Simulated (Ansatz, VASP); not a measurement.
NaP6: VASP beside Ansatz

```
CELL_PARAMETERS angstrom
0.00000 4.55759 4.55759
4.55759 0.00000 4.55759
4.55759 4.55759 0.00000
ATOMIC_POSITIONS crystal
Na 0.00000 0.00000 0.00000
P 0.68356 0.31644 0.31644
P 0.31644 0.68356 0.68356
P 0.31644 0.68356 0.31644
P 0.68356 0.31644 0.68356
P 0.31644 0.31644 0.68356
P 0.68356 0.68356 0.31644
```

Change from the starting cell: ordered vacancies on the cation sites of rhenium trioxide (Fm-3m, No. 225).

Alike in both runs: functional PBE; k mesh 4 × 4 × 4; occupations gaussian, width 0.1 eV; no spin polarisation.

Ansatz relaxed the structure, and its values are those at the end. VASP's run is a single point on that final structure, the one shown.

```csv
,VASP,Ansatz
version,VASP 6.6.1,Ansatz 0.2.0
potentials or method,"VASP PAW PBE potentials, release 64 (Na_pv, P), cutoff 520 eV","scalar-relativistic, plane waves, PAW"
valence electrons in the cell,37,39
```

```csv
,VASP,Ansatz,Ansatz less VASP
gap on the k mesh at the Fermi level (eV),none,none,-
pressure (GPa),-0.3,0.0,+0.25
rms of the force components (eV/Å),0.050,0.002,-0.0477
```

A gap of «none» marks a metal or a gap that the smearing closes. VASP's potentials hold 37 valence electrons a cell and Ansatz's 39, so a difference there can come from the potentials and not from the codes.
